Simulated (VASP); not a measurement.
# Cd (P6_3/mmc) in VASP: further runs

The runs below take Cd through single point, relaxation of volume and atoms at fixed shape, with PBEsol.

All numbers are computed with VASP 6.6.1; they aren't measurements. Logs are shortened: lines on timing, memory, paths and dates and some standing lists are left out, and cuts for length are marked.

## 1. The cell of the first run

It takes space group P6_3/mmc (No. 194, hexagonal). The conventional cell has a = 2.958 Å, b = 2.958 Å, c = 5.577 Å, α = 90.00°, β = 90.00°, γ = 120.00°. Cd (site symmetry -6m2) has 12 Cd at 2.96 to 3.27 Å within 3.9 Å.

## 2. Single point, PBEsol

INCAR reads:

```
SYSTEM = Cd
  PREC = Accurate
  ENCUT = 520
  EDIFF = 1E-6
  ISMEAR = -1
  SIGMA = 0.05
  LREAL = .FALSE.
  LASPH = .TRUE.
  NELM = 60
  ALGO = Normal
  ISIF = 2
  LWAVE = .FALSE.
  LCHARG = .FALSE.
  GGA = PS
  NBANDS = 19
```

KPOINTS reads:

```
Automatic mesh
0
G
  9 9 4
  0 0 0
```

POSCAR reads:

```
Cd
1.0
    2.9575380508      0.0000000000      0.0000000000
   -1.4787690254      2.5613030846      0.0000000000
    0.0000000000      0.0000000000      5.5774216181
Cd
2
Direct
    0.3333333333      0.6666666667      0.2500000000
    0.6666666667      0.3333333333      0.7500000000
```

Potentials or basis: VASP PAW PBE potentials, release 64 (Cd).

Run with:

```console
cat potpaw_PBE.64/Cd/POTCAR > POTCAR
mpirun -np 1 vasp_std > vasp.out
```

OUTCAR:

```text
SYSTEM = Cd
   PREC = Accurate
   ENCUT = 520
   EDIFF = 1E-6
   ISMEAR = -1
   LREAL = .FALSE.
   LASPH = .TRUE.
   NELM = 60
   ISIF = 2
   GGA = PS

 ion  position               nearest neighbor table
   1  0.333  0.667  0.250-   2 3.27   2 3.27   2 3.27   2 3.27   2 3.27   2 3.27
   2  0.667  0.333  0.750-   1 3.27   1 3.27   1 3.27   1 3.27   1 3.27   1 3.27

  LATTYP: Found a hexagonal cell.
 ALAT       =     2.9575380508
 C/A-ratio  =     1.8858325818

  Lattice vectors:

 A1 = (   2.9575380508,   0.0000000000,   0.0000000000)
 A2 = (  -1.4787690254,   2.5613030846,   0.0000000000)
 A3 = (   0.0000000000,   0.0000000000,   5.5774216181)

Analysis of symmetry for initial positions (statically):
=====================================================================
 Subroutine PRICEL returns:
 Original cell was already a primitive cell.

 Routine SETGRP: Setting up the symmetry group for a
 hexagonal supercell.

 Subroutine GETGRP returns: Found 24 space group operations
 (whereof 12 operations were pure point group operations)
 out of a pool of 24 trial point group operations.

The static configuration has the point symmetry D_3d.
 The point group associated with its full space group is D_6h.

Analysis of symmetry for dynamics (positions and initial velocities):
=====================================================================
 Subroutine PRICEL returns:
 Original cell was already a primitive cell.

 Routine SETGRP: Setting up the symmetry group for a
 hexagonal supercell.

 Subroutine GETGRP returns: Found 24 space group operations
 (whereof 12 operations were pure point group operations)
 out of a pool of 24 trial point group operations.

The dynamic configuration has the point symmetry D_3d.
 The point group associated with its full space group is D_6h.

 Subroutine INISYM returns: Found 24 space group operations
 (whereof 12 operations are pure point group operations),
 and found     1 'primitive' translations

----------------------------------------------------------------------------------------

                                     Primitive cell

  volume of cell :      42.2498

  direct lattice vectors                    reciprocal lattice vectors
     2.957538051  0.000000000  0.000000000     0.338119065  0.195213133  0.000000000
    -1.478769025  2.561303085  0.000000000     0.000000000  0.390426266  0.000000000
     0.000000000  0.000000000  5.577421618     0.000000000  0.000000000  0.179294317

  length of vectors
     2.957538051  2.957538051  5.577421618     0.390426266  0.390426266  0.179294317

  position of ions in fractional coordinates (direct lattice)
     0.333333333  0.666666667  0.250000000
     0.666666667  0.333333333  0.750000000

  ion indices of the primitive-cell ions
   primitive index   ion index
                 1           1
                 2           2

----------------------------------------------------------------------------------------

 KPOINTS: Automatic mesh

Automatic generation of k-mesh.
 Grid dimensions read from file:
 generate k-points for:    9    9    4

 Generating k-lattice:

  Cartesian coordinates                     Fractional coordinates (reciprocal lattice)
     0.037568785  0.021690348  0.000000000     0.111111111  0.000000000  0.000000000
     0.000000000  0.043380696  0.000000000     0.000000000  0.111111111  0.000000000
     0.000000000  0.000000000  0.044823579     0.000000000  0.000000000  0.250000000

  Length of vectors
     0.043380696  0.043380696  0.044823579

  Shift w.r.t. Gamma in fractional coordinates (k-lattice)
     0.000000000  0.000000000  0.000000000

 Subroutine IBZKPT returns following result:
 ===========================================

 Found     36 irreducible k-points:

 Following reciprocal coordinates:
            Coordinates               Weight
  0.000000  0.000000  0.000000      1.000000
  0.111111 -0.000000  0.000000      6.000000
  0.222222 -0.000000  0.000000      6.000000
  0.333333 -0.000000  0.000000      6.000000
  0.444444 -0.000000  0.000000      6.000000
  0.111111  0.111111  0.000000      6.000000
[... 16 lines left out ...]
  0.333333  0.222222  0.250000     24.000000
  0.333333  0.333333  0.250000      4.000000
 [... further k-points ...]
   k-points           NKPTS =     36   k-points in BZ     NKDIM =     36   number of bands    NBANDS=     19
   number of dos      NEDOS =    301   number of ions     NIONS =      2
   total plane-waves  NPLWV =  24192
   dimension x,y,z NGX =    24 NGY =   24 NGZ =   42
   dimension x,y,z NGXF=    48 NGYF=   48 NGZF=   84
   ions per type =               2
   NGX,Y,Z   is equivalent  to a cutoff of  13.49, 13.49, 12.52 a.u.
   NGXF,Y,Z  is equivalent  to a cutoff of  26.98, 26.98, 25.04 a.u.
 SYSTEM =  Cd
   PREC   = accura    normal or accurate (medium, high low for compatibility)
   ISTART =      0    job   : 0-new  1-cont  2-samecut
   ICHARG =      2    charge: 1-file 2-atom 10-const
   ISPIN  =      1    spin polarized calculation?
   LNONCOLLINEAR =      F non collinear calculations
   LSORBIT =      F    spin-orbit coupling
   LASPH  =      T    aspherical Exc in radial PAW
   ENCUT  =  520.0 eV  38.22 Ry    6.18 a.u.   5.50  5.50 10.37*2*pi/ulx,y,z
   NELM   =     60;   NELMIN=  2; NELMDL= -5     # of ELM steps
   EDIFF  = 0.1E-05   stopping-criterion for ELM
   LREAL  =      F    real-space projection
   EDIFFG = 0.1E-04   stopping-criterion for IOM
   NSW    =      0    number of steps for IOM
   IBRION =     -1    ionic relax: 0-MD 1-quasi-New 2-CG
   NFREE  =      0    steps in history (QN), initial steepest desc. (CG)
   ISIF   =      2    stress and relaxation
   ISYM   =      2    0-nonsym 1-usesym 2-fastsym
   POTIM  = 0.5000    time-step for ionic-motion
   TEBEG  =    0.0;   TEEND  =   0.0 temperature during run
   PSTRESS=    0.0 pullay stress
   NELECT =      24.0000    total number of electrons
   NUPDOWN=      -1.0000    fix difference up-down
   EMIN   =  10.00;   EMAX   =-10.00  energy-range for DOS
   EFERMI =   0.00;   METHOD = LEGACY
   ISMEAR =    -1;   SIGMA  =   0.05  broadening in eV -4-tet -1-fermi 0-gaus
   EFERMI_NEDOS =   21; number of points for ismear=-14 and -15
   IALGO  =     38    algorithm
   IMIX   =      4    mixing-type and parameters
     AMIX     =   0.40;   BMIX     =  1.00
     AMIX_MAG =   1.60;   BMIX_MAG =  1.00
  volume/ion in A,a.u.               =      21.12       142.56
  Fermi-wavevector in a.u.,A,eV,Ry     =   1.355825  2.562138 25.011066  1.838262
  Thomas-Fermi vector in A             =   2.482880
   LORBIT       =      0    0 simple, 1 ext, 2 COOP (PROOUT), +10 PAW based schemes
   GGA     = PS    functional components
   LHFCALC =     F    Hartree Fock is set to
   AEXX    =    0.0000 exact exchange contribution
   IVDW    =     0    specifies the selected vdW correction
   LEPSILON=     F    determine dielectric tensor
   LRPA    =     F    only Hartree local field effects (RPA)
 non-spin polarized calculation
  energy-cutoff  :      520.00
  volume of cell :       42.25
 maximum number of plane-waves:      1172
 NGX is ok and might be reduce to    24
   NGX = 11   NGY = 11   NGZ = 21

 number of electron      24.0000005 magnetization

 Free energy of the ion-electron system (eV)
  ---------------------------------------------------
  ext. energy  EPLUGINS =         0.00000000
  ---------------------------------------------------
  free energy    TOTEN  =        -2.36418279 eV

  energy without entropy =       -2.35268681  energy(sigma->0) =       -2.35843480

 E-fermi :   3.1863     XC(G=0): -11.3240

 val. band max:        3.0632735194   @ k =   0.3333   0.1111   0.0000
 cond. band min:       3.2058403973   @ k =   0.3333   0.2222   0.2500
 fundamental gap:      0.1425668778
 Fermi energy:         3.1863281001

 k-point     1 :       0.0000    0.0000    0.0000
  band No.  band energies     occupation
      1      -6.9857      2.00000
      2      -6.7076      2.00000
      3      -6.2979      2.00000
      4      -6.2978      2.00000
      5      -6.2434      2.00000
      6      -6.2434      2.00000
[... 11 lines left out ...]
     18      18.0381      0.00000
     19      18.8014      0.00000

 k-point     2 :       0.1111   -0.0000    0.0000
  band No.  band energies     occupation
      1      -6.8610      2.00000
      2      -6.5891      2.00000
      3      -6.3469      2.00000
      4      -6.2814      2.00000
      5      -6.1799      2.00000
      6      -6.1297      2.00000
[... 11 lines left out ...]
     18      17.9094      0.00000
     19      19.0207      0.00000

 k-point     3 :       0.2222   -0.0000    0.0000
  band No.  band energies     occupation
      1      -6.7942      2.00000
      2      -6.5522      2.00000
      3      -6.3558      2.00000
      4      -6.1732      2.00000
      5      -6.1301      2.00000
      6      -5.8946      2.00000
[... 11 lines left out ...]
     18      15.8931      0.00000
     19      16.5185      0.00000

 k-point     4 :       0.3333   -0.0000    0.0000
  band No.  band energies     occupation
      1      -6.9695      2.00000
      2      -6.7580      2.00000
      3      -6.5228      2.00000
      4      -6.1086      2.00000
      5      -6.0984      2.00000
      6      -5.9751      2.00000
[... 11 lines left out ...]
     18      16.0908      0.00000
     19      17.1487      0.00000

 k-point     5 :       0.4444   -0.0000    0.0000
  band No.  band energies     occupation
      1      -7.1033      2.00000
      2      -6.8954      2.00000
      3      -6.7224      2.00000
      4      -6.2206      2.00000
      5      -6.0340      2.00000
      6      -5.9614      2.00000
[... 11 lines left out ...]
     18      15.8923      0.00000
     19      16.1147      0.00000
[... 334 lines left out ...]
      2      -6.8431      2.00000
      3      -6.6835      2.00000
      4      -6.4294      2.00000
      5      -6.0664      2.00000
      6      -5.7467      2.00000
[... 11 lines left out ...]
     18      12.3455      0.00000
     19      16.5959      0.00000

 k-point    22 :       0.2222    0.2222    0.2500
  band No.  band energies     occupation
      1      -6.6205      2.00000
      2      -6.5579      2.00000
      3      -6.4305      2.00000
      4      -6.3870      2.00000
      5      -6.1990      2.00000
      6      -5.9686      2.00000
[... 11 lines left out ...]
     18      13.1394      0.00000
     19      15.0449      0.00000

 k-point    23 :       0.3333    0.2222    0.2500
  band No.  band energies     occupation
      1      -6.6480      2.00000
      2      -6.5926      2.00000
      3      -6.4221      2.00000
      4      -6.3799      2.00000
      5      -6.2340      2.00000
      6      -5.8815      2.00000
[... 11 lines left out ...]
     18      11.5220      0.00000
     19      14.1484      0.00000

 k-point    24 :       0.3333    0.3333    0.2500
  band No.  band energies     occupation
      1      -6.5150      2.00000
      2      -6.4137      2.00000
      3      -6.4137      2.00000
      4      -6.1908      2.00000
      5      -6.1264      2.00000
      6      -6.1264      2.00000
[... 11 lines left out ...]
     18      10.9163      0.00000
     19      12.2372      0.00000

 [... further k-points ...]

------------------------ aborting loop because EDIFF is reached ----------------------------------------

  FORCE on cell =-STRESS in cart. coord.  units (eV):
  Direction    XX          YY          ZZ          XY          YZ          ZX
  --------------------------------------------------------------------------------------
  -------------------------------------------------------------------------------------
  Total       -0.0169056     -0.0169056      0.3286985      0.0000000      0.0000000      0.0000000
  in kB       -0.6410857     -0.6410857     12.4647486      0.0000000      0.0000000      0.0000000
  external PRESSURE =       3.7275257 kB  Pullay stress =       0.0000000 kB

 VOLUME and BASIS-vectors are now :
 -----------------------------------------------------------------------------
  energy-cutoff  :      520.00
  volume of cell :       42.25
      direct lattice vectors                 reciprocal lattice vectors
     2.957538051  0.000000000  0.000000000     0.338119065  0.195213133  0.000000000
    -1.478769025  2.561303085  0.000000000     0.000000000  0.390426266  0.000000000
     0.000000000  0.000000000  5.577421618     0.000000000  0.000000000  0.179294317

 POSITION                                       TOTAL-FORCE (eV/Angst)
 -----------------------------------------------------------------------------------
     -0.00000      1.70754      1.39436        -0.000000      0.000000      0.000000
      1.47877      0.85377      4.18307         0.000000     -0.000000     -0.000000
 -----------------------------------------------------------------------------------
    total drift:                               -0.000000      0.000000      0.000000

  FREE ENERGIE OF THE ION-ELECTRON SYSTEM (eV)
  ---------------------------------------------------
  free  energy   TOTEN  =        -2.3641827884 eV

  energy  without entropy=       -2.3526868061  energy(sigma->0) =       -2.35843480
```

Wall time 10 s (1 thread of Intel Xeon 6975P-C (Granite Rapids), shared host); peak memory 0.17 GiB.

What came out:

```
Free energy            : -2.3642 eV
Pressure               : 0.4 GPa
Band gap on the k mesh : zero (band 12 reaches 3.98 eV, above the bottom of band 13 at -0.07 eV)
```

Caveat: the PAW data sets were made with another functional, which shifts forces and pressure a little.

[end of part 1 of 2]
